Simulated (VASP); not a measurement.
# Fe (I4/mmm) in VASP: a series of runs

The runs below take Fe through single point, with PBEsol.

All numbers are computed with VASP 6.6.1; they aren't measurements. Logs are shortened: lines on timing, memory, paths and dates and some standing lists are left out, and cuts for length are marked.

## Step 1: The cell of the first run

The structure is tetragonal, space group I4/mmm (No. 139). The conventional cell has a = 2.771 Å, b = 2.771 Å, c = 2.886 Å, α = 90.00°, β = 90.00°, γ = 90.00°. Fe (site symmetry 4/mmm) has 14 Fe at 2.43 to 2.89 Å within 3.2 Å.

## Step 2: Single point, PBEsol, collinear spin, ferromagnetic start

The input, INCAR:

```
SYSTEM = Fe
ALGO     = Normal         ! electronic algorithm
EDIFF    = 1E-6           ! SCF threshold, eV
ENCUT    = 520            ! plane-wave cutoff, eV
GGA      = PS             ! functional
ISIF     = 2              ! what is computed and relaxed
ISMEAR   = -1             ! smearing method
ISPIN    = 2              ! spin polarisation
LASPH    = .TRUE.         ! aspherical terms in the spheres
LCHARG   = .TRUE.         ! write CHGCAR
LELF     = .TRUE.         ! ELF
LMAXMIX  = 4              ! l up to which the mixer works
LORBIT   = 11             ! projections on sites
LREAL    = .FALSE.        ! projectors in reciprocal space
LVHAR    = .TRUE.       
LWAVE    = .FALSE.        ! write WAVECAR
MAGMOM   = 3              ! initial moments
NBANDS   = 14             ! bands
NELM     = 150            ! most SCF steps
PREC     = Accurate       ! precision mode
SIGMA    = 0.05           ! smearing width, eV
```

The input, KPOINTS:

```
k-points
0
G
  11 11 11
  0 0 0
```

The input, POSCAR:

```
Fe
1.0
   -1.3852800000      1.3852800000      1.4430000000
    1.3852800000     -1.3852800000      1.4430000000
    1.3852800000      1.3852800000     -1.4430000000
Fe
1
Direct
    0.0000000000      0.0000000000      0.0000000000
```

Potentials or basis: VASP PAW PBE potentials, release 64 (Fe).

The run is started by

```bash
$ cat potpaw_PBE.64/Fe/POTCAR > POTCAR
$ mpirun -np 1 vasp_std > vasp.out
```

OUTCAR:

```text
SYSTEM = Fe
   EDIFF = 1E-6
   ENCUT = 520
   GGA = PS
   ISIF = 2
   ISMEAR = -1
   ISPIN = 2
   LASPH = .TRUE.
   LORBIT = 11
   LREAL = .FALSE.
   NELM = 150
   PREC = Accurate

 ion  position               nearest neighbor table
   1  0.000  0.000  0.000-

  LATTYP: Found a body centered tetragonal cell.
 ALAT       =     2.7705600000
 C/A-ratio  =     1.0416666667

  Lattice vectors:

 A1 = (  -1.3852800000,   1.3852800000,   1.4430000000)
 A2 = (   1.3852800000,  -1.3852800000,   1.4430000000)
 A3 = (   1.3852800000,   1.3852800000,  -1.4430000000)

Analysis of symmetry for initial positions (statically):
=====================================================================
 Subroutine PRICEL returns:
 Original cell was already a primitive cell.

 Routine SETGRP: Setting up the symmetry group for a
 body centered tetragonal supercell.

 Subroutine GETGRP returns: Found 16 space group operations
 (whereof 16 operations were pure point group operations)
 out of a pool of 16 trial point group operations.

The static configuration has the point symmetry D_4h.

Analysis of symmetry for dynamics (positions and initial velocities):
=====================================================================
 Subroutine PRICEL returns:
 Original cell was already a primitive cell.

 Routine SETGRP: Setting up the symmetry group for a
 body centered tetragonal supercell.

 Subroutine GETGRP returns: Found 16 space group operations
 (whereof 16 operations were pure point group operations)
 out of a pool of 16 trial point group operations.

The dynamic configuration has the point symmetry D_4h.

Analysis of structural, dynamic, and magnetic symmetry:
=====================================================================
 Subroutine PRICEL returns:
 Original cell was already a primitive cell.

 Routine SETGRP: Setting up the symmetry group for a
 body centered tetragonal supercell.

 Subroutine GETGRP returns: Found 16 space group operations
 (whereof 16 operations were pure point group operations)
 out of a pool of 16 trial point group operations.

The overall configuration has the point symmetry D_4h.

 Subroutine INISYM returns: Found 16 space group operations
 (whereof 16 operations are pure point group operations),
 and found     1 'primitive' translations

----------------------------------------------------------------------------------------

                                     Primitive cell

  volume of cell :      11.0765

  direct lattice vectors                    reciprocal lattice vectors
    -1.385280000  1.385280000  1.443000000     0.000000000  0.360937861  0.346500347
     1.385280000 -1.385280000  1.443000000     0.360937861  0.000000000  0.346500347
     1.385280000  1.385280000 -1.443000000     0.360937861  0.360937861  0.000000000

  length of vectors
     2.433156460  2.433156460  2.433156460     0.500338515  0.500338515  0.510443218

  position of ions in fractional coordinates (direct lattice)
     0.000000000  0.000000000  0.000000000

  ion indices of the primitive-cell ions
   primitive index   ion index
                 1           1

----------------------------------------------------------------------------------------

 KPOINTS: k-points

Automatic generation of k-mesh.
 Grid dimensions read from file:
 generate k-points for:   11   11   11

 Generating k-lattice:

  Cartesian coordinates                     Fractional coordinates (reciprocal lattice)
     0.000000000  0.032812533  0.031500032     0.090909091  0.000000000 -0.000000000
     0.032812533  0.000000000  0.031500032     0.000000000  0.090909091 -0.000000000
     0.032812533  0.032812533  0.000000000     0.000000000  0.000000000  0.090909091

  Length of vectors
     0.045485320  0.045485320  0.046403929

  Shift w.r.t. Gamma in fractional coordinates (k-lattice)
     0.000000000  0.000000000  0.000000000

 Subroutine IBZKPT returns following result:
 ===========================================

 Found    126 irreducible k-points:

 Following reciprocal coordinates:
            Coordinates               Weight
  0.000000  0.000000  0.000000      1.000000
  0.090909  0.000000  0.000000      8.000000
  0.181818 -0.000000  0.000000      8.000000
  0.272727  0.000000 -0.000000      8.000000
  0.363636  0.000000 -0.000000      8.000000
  0.454545  0.000000 -0.000000      8.000000
[... 16 lines left out ...]
 -0.272727  0.181818  0.000000     16.000000
 -0.181818  0.181818  0.000000      4.000000
 [... further k-points ...]
   k-points           NKPTS =    126   k-points in BZ     NKDIM =    126   number of bands    NBANDS=     14
   number of dos      NEDOS =    301   number of ions     NIONS =      1
   total plane-waves  NPLWV =   5832
   dimension x,y,z NGX =    18 NGY =   18 NGZ =   18
   dimension x,y,z NGXF=    36 NGYF=   36 NGZF=   36
   ions per type =               1
   NGX,Y,Z   is equivalent  to a cutoff of  12.30, 12.30, 12.30 a.u.
   NGXF,Y,Z  is equivalent  to a cutoff of  24.60, 24.60, 24.60 a.u.
 SYSTEM =  Fe
   PREC   = accura    normal or accurate (medium, high low for compatibility)
   ISTART =      0    job   : 0-new  1-cont  2-samecut
   ICHARG =      2    charge: 1-file 2-atom 10-const
   ISPIN  =      2    spin polarized calculation?
   LNONCOLLINEAR =      F non collinear calculations
   LSORBIT =      F    spin-orbit coupling
   LASPH  =      T    aspherical Exc in radial PAW
   ENCUT  =  520.0 eV  38.22 Ry    6.18 a.u.   4.52  4.52  4.52*2*pi/ulx,y,z
   NELM   =    150;   NELMIN=  2; NELMDL= -5     # of ELM steps
   EDIFF  = 0.1E-05   stopping-criterion for ELM
   LREAL  =      F    real-space projection
   EDIFFG = 0.1E-04   stopping-criterion for IOM
   NSW    =      0    number of steps for IOM
   IBRION =     -1    ionic relax: 0-MD 1-quasi-New 2-CG
   NFREE  =      0    steps in history (QN), initial steepest desc. (CG)
   ISIF   =      2    stress and relaxation
   ISYM   =      2    0-nonsym 1-usesym 2-fastsym
   POTIM  = 0.5000    time-step for ionic-motion
   TEBEG  =    0.0;   TEEND  =   0.0 temperature during run
   PSTRESS=    0.0 pullay stress
   NELECT =       8.0000    total number of electrons
   NUPDOWN=      -1.0000    fix difference up-down
   EMIN   =  10.00;   EMAX   =-10.00  energy-range for DOS
   EFERMI =   0.00;   METHOD = LEGACY
   ISMEAR =    -1;   SIGMA  =   0.05  broadening in eV -4-tet -1-fermi 0-gaus
   EFERMI_NEDOS =   21; number of points for ismear=-14 and -15
   IALGO  =     38    algorithm
   IMIX   =      4    mixing-type and parameters
     AMIX     =   0.40;   BMIX     =  1.00
     AMIX_MAG =   1.60;   BMIX_MAG =  1.00
  volume/ion in A,a.u.               =      11.08        74.75
  Fermi-wavevector in a.u.,A,eV,Ry     =   1.468828  2.775683 29.353976  2.157456
  Thomas-Fermi vector in A             =   2.584279
   LORBIT       =     11    0 simple, 1 ext, 2 COOP (PROOUT), +10 PAW based schemes
   GGA     = PS    functional components
   LHFCALC =     F    Hartree Fock is set to
   AEXX    =    0.0000 exact exchange contribution
   IVDW    =     0    specifies the selected vdW correction
   LEPSILON=     F    determine dielectric tensor
   LRPA    =     F    only Hartree local field effects (RPA)
 spin polarized calculation
  energy-cutoff  :      520.00
  volume of cell :       11.08
 maximum number of plane-waves:       329
 NGX is ok and might be reduce to    18
   NGX =  9   NGY =  9   NGZ =  9

 number of electron       8.0000006 magnetization       2.2083457

 Free energy of the ion-electron system (eV)
  ---------------------------------------------------
  ext. energy  EPLUGINS =         0.00000000
  ---------------------------------------------------
  free energy    TOTEN  =        -8.90989709 eV

  energy without entropy =       -8.90184826  energy(sigma->0) =       -8.90587267

 E-fermi :   5.9429     XC(G=0): -13.4209

 val. band max:        5.9323257564   @ k =  -0.4545   0.4545   0.4545
 cond. band min:       5.9524716132   @ k =  -0.1818   0.2727   0.1818
 fundamental gap:      0.0201458567
 Fermi energy:         5.9428609061

 spin component 1

 k-point     1 :       0.0000    0.0000    0.0000
  band No.  band energies     occupation
      1      -2.7474      1.00000
      2       3.4820      1.00000
      3       3.4820      1.00000
      4       3.7036      1.00000
      5       4.7632      1.00000
      6       4.9786      1.00000
      7      30.5086      0.00000
      8      31.3981      0.00000
      9      31.3981      0.00000
     10      36.1130      0.00000
     11      36.6800      0.00000
     12      38.3269      0.00000
     13      38.3269      0.00000
     14      38.3747      0.00000
[... 375 lines left out ...]
 k-point    24 :      -0.1818    0.1818    0.0000
  band No.  band energies     occupation
      1      -1.3903      1.00000
      2       3.0930      1.00000
      3       3.5532      1.00000
      4       4.2244      1.00000
      5       4.7925      1.00000
      6       4.8571      1.00000
      7      25.6664      0.00000
      8      28.5996      0.00000
      9      29.8793      0.00000
     10      31.8293      0.00000
     11      34.4028      0.00000
     12      36.5569      0.00000
     13      40.3000      0.00000
     14      41.7683      0.00000

 [... further k-points ...]

 spin component 2

 k-point     1 :       0.0000    0.0000    0.0000
  band No.  band energies     occupation
      1      -2.4684      1.00000
      2       5.4115      0.99998
      3       5.4115      0.99998
      4       5.7104      0.99053
      5       7.3431      0.00000
      6       7.6669      0.00000
      7      30.4246      0.00000
      8      31.3392      0.00000
      9      31.3392      0.00000
     10      36.4942      0.00000
     11      36.9273      0.00000
     12      39.0923      0.00000
     13      39.0923      0.00000
     14      39.4499      0.00000
[... 375 lines left out ...]
 k-point    24 :      -0.1818    0.1818    0.0000
  band No.  band energies     occupation
      1      -1.0887      1.00000
      2       4.9497      1.00000
      3       5.4904      0.99988
      4       6.2185      0.00402
      5       7.3825      0.00000
      6       7.4521      0.00000
      7      26.1775      0.00000
      8      28.8464      0.00000
      9      30.1473      0.00000
     10      32.6887      0.00000
     11      35.1532      0.00000
     12      36.8110      0.00000
     13      40.6774      0.00000
     14      42.2579      0.00000

 [... further k-points ...]
[... 5 lines left out ...]
  --------------------------------------------------------------------------------------
  -------------------------------------------------------------------------------------
  Total       -0.1173287     -0.1173287     -0.4597983      0.0000000     -0.0000000      0.0000000
  in kB      -16.9712389    -16.9712389    -66.5083951      0.0000000     -0.0000000      0.0000000
  external PRESSURE =     -33.4836243 kB  Pullay stress =       0.0000000 kB

 VOLUME and BASIS-vectors are now :
 -----------------------------------------------------------------------------
  energy-cutoff  :      520.00
  volume of cell :       11.08
      direct lattice vectors                 reciprocal lattice vectors
    -1.385280000  1.385280000  1.443000000     0.000000000  0.360937861  0.346500347
     1.385280000 -1.385280000  1.443000000     0.360937861  0.000000000  0.346500347
     1.385280000  1.385280000 -1.443000000     0.360937861  0.360937861  0.000000000

 POSITION                                       TOTAL-FORCE (eV/Angst)
 -----------------------------------------------------------------------------------
      0.00000      0.00000      0.00000        -0.000000      0.000000      0.000000
 -----------------------------------------------------------------------------------
    total drift:                                0.000000      0.000000      0.000000

  FREE ENERGIE OF THE ION-ELECTRON SYSTEM (eV)
  ---------------------------------------------------
  free  energy   TOTEN  =        -8.9098970932 eV

  energy  without entropy=       -8.9018482555  energy(sigma->0) =       -8.90587267

 total charge

# of ion       s       p       d       tot
------------------------------------------
    1        0.501   0.569   6.257   7.327

 magnetization (x)

# of ion       s       p       d       tot
------------------------------------------
    1       -0.013  -0.048   2.251   2.191
```

Wall time 17 s (1 thread of Intel Xeon 6975P-C (Granite Rapids), shared host); peak memory 0.14 GiB.

Results:

```yaml
Free_energy: -8.9099 eV
Pressure: -3.3 GPa
Net_moment: 2.21 μB per cell
Site_moments: Fe +2.19 μB
Valence_electrons_inside_the_program's_atomic_spheres: Fe 7.33
```

Caveat: the PAW data sets were made with another functional, which shifts forces and pressure a little.

## Step 3: Single point, PBEsol, collinear spin, ferromagnetic start

This run uses another cell than the first one, of 11.54 Å³/atom, 1.042 times its volume.

The input, INCAR:

```
  ALGO = Normal
  EDIFF = 1E-6
  ENCUT = 520
  GGA = PS
  ISIF = 2
  ISMEAR = -1
  ISPIN = 2
  LASPH = T
  LCHARG = T
  LELF = T
  LMAXMIX = 4
  LORBIT = 11
  LREAL = F
  LVHAR = T
  LWAVE = F
  MAGMOM = 3
  NBANDS = 14
  NELM = 150
  PREC = Accurate
  SIGMA = 0.05
```

The input, KPOINTS:

```
k-points
0
Gamma
  11 11 11
```

The input, POSCAR:

```
Fe
1.0
   -1.4141400000      1.4141400000      1.4430000000
    1.4141400000     -1.4141400000      1.4430000000
    1.4141400000      1.4141400000     -1.4430000000
Fe
1
Direct
    0.0000000000      0.0000000000      0.0000000000
```

Potentials or basis: VASP PAW PBE potentials, release 64 (Fe).

The run is started by

```bash
$ cat potpaw_PBE.64/Fe/POTCAR > POTCAR
$ mpirun -np 1 vasp_std > vasp.out
```

OUTCAR:

```text
EDIFF = 1E-6
   ENCUT = 520
   GGA = PS
   ISIF = 2
   ISMEAR = -1
   ISPIN = 2
   LASPH = T
   LORBIT = 11
   LREAL = F
   NELM = 150
   PREC = Accurate

 ion  position               nearest neighbor table
   1  0.000  0.000  0.000-

  LATTYP: Found a body centered tetragonal cell.
 ALAT       =     2.8282800000
 C/A-ratio  =     1.0204081633

  Lattice vectors:

 A1 = (  -1.4141400000,   1.4141400000,   1.4430000000)
 A2 = (   1.4141400000,  -1.4141400000,   1.4430000000)
 A3 = (   1.4141400000,   1.4141400000,  -1.4430000000)

Analysis of symmetry for initial positions (statically):
=====================================================================
 Subroutine PRICEL returns:
 Original cell was already a primitive cell.

 Routine SETGRP: Setting up the symmetry group for a
 body centered tetragonal supercell.

 Subroutine GETGRP returns: Found 16 space group operations
 (whereof 16 operations were pure point group operations)
 out of a pool of 16 trial point group operations.
[... 596 lines left out ...]
  band No.  band energies     occupation
      1      -2.6606      1.00000
      2       5.1516      0.99868
      3       5.1516      0.99868
      4       5.2950      0.97734
      5       7.0466      0.00000
      6       7.1996      0.00000
      7      29.8781      0.00000
      8      30.3289      0.00000
      9      30.3289      0.00000
     10      35.4643      0.00000
     11      35.6948      0.00000
     12      37.9850      0.00000
     13      37.9850      0.00000
     14      38.4196      0.00000
[... 379 lines left out ...]
      3       5.1155      0.99936
      4       5.9072      0.00021
      5       6.9177      0.00000
      6       7.1178      0.00000
      7      25.0413      0.00000
      8      28.0497      0.00000
      9      29.5009      0.00000
     10      31.7864      0.00000
     11      33.8590      0.00000
     12      35.3805      0.00000
     13      39.0927      0.00000
     14      41.0992      0.00000

 [... further k-points ...]
[... 5 lines left out ...]
  --------------------------------------------------------------------------------------
  -------------------------------------------------------------------------------------
  Total       -0.7624560     -0.7624560     -0.9550393      0.0000000     -0.0000000      0.0000000
  in kB     -105.8313287   -105.8313287   -132.5625043      0.0000000     -0.0000000      0.0000000
  external PRESSURE =    -114.7417206 kB  Pullay stress =       0.0000000 kB

 VOLUME and BASIS-vectors are now :
 -----------------------------------------------------------------------------
  energy-cutoff  :      520.00
  volume of cell :       11.54
      direct lattice vectors                 reciprocal lattice vectors
    -1.414140000  1.414140000  1.443000000     0.000000000  0.353571782  0.346500347
     1.414140000 -1.414140000  1.443000000     0.353571782  0.000000000  0.346500347
     1.414140000  1.414140000 -1.443000000     0.353571782  0.353571782  0.000000000

 POSITION                                       TOTAL-FORCE (eV/Angst)
 -----------------------------------------------------------------------------------
      0.00000      0.00000      0.00000        -0.000000     -0.000000      0.000000
 -----------------------------------------------------------------------------------
    total drift:                                0.000000     -0.000000     -0.000000

  FREE ENERGIE OF THE ION-ELECTRON SYSTEM (eV)
  ---------------------------------------------------
  free  energy   TOTEN  =        -8.8916333931 eV

  energy  without entropy=       -8.8840827169  energy(sigma->0) =       -8.88785806

 total charge

# of ion       s       p       d       tot
------------------------------------------
    1        0.484   0.529   6.227   7.240

 magnetization (x)

# of ion       s       p       d       tot
------------------------------------------
    1       -0.013  -0.048   2.296   2.235
```

stdout:

```text
POSCAR found type information on POSCAR Fe
 POSCAR found :  1 types and       1 ions
 scaLAPACK will be used
 -----------------------------------------------------------------------------
|                                                                             |
|                                                                             |
|     You enforced a specific xc type in the INCAR file but a different       |
|     I HOPE YOU KNOW WHAT YOU ARE DOING!                                     |
|                                                                             |
 -----------------------------------------------------------------------------

 LDA part: xc-table for (Slater+PW92), standard interpolation
 POSCAR, INCAR and KPOINTS ok, starting setup
 FFT: planning ... GRIDC
 FFT: planning ... GRID_SOFT
 FFT: planning ... GRID
 WAVECAR not read
 entering main loop
```

It took 18 s on 1 thread of Intel Xeon 6975P-C (Granite Rapids), shared host; peak memory 0.14 GiB.

What came out:

* Free energy: -8.8916 eV
* Pressure: -11.5 GPa
* Net moment: 2.24 μB per cell
* Site moments: Fe +2.23 μB
* Valence electrons inside the program's atomic spheres: Fe 7.24

Caveat: the PAW data sets were made with another functional, which shifts forces and pressure a little.

(Part 1 of 2 ends here.)
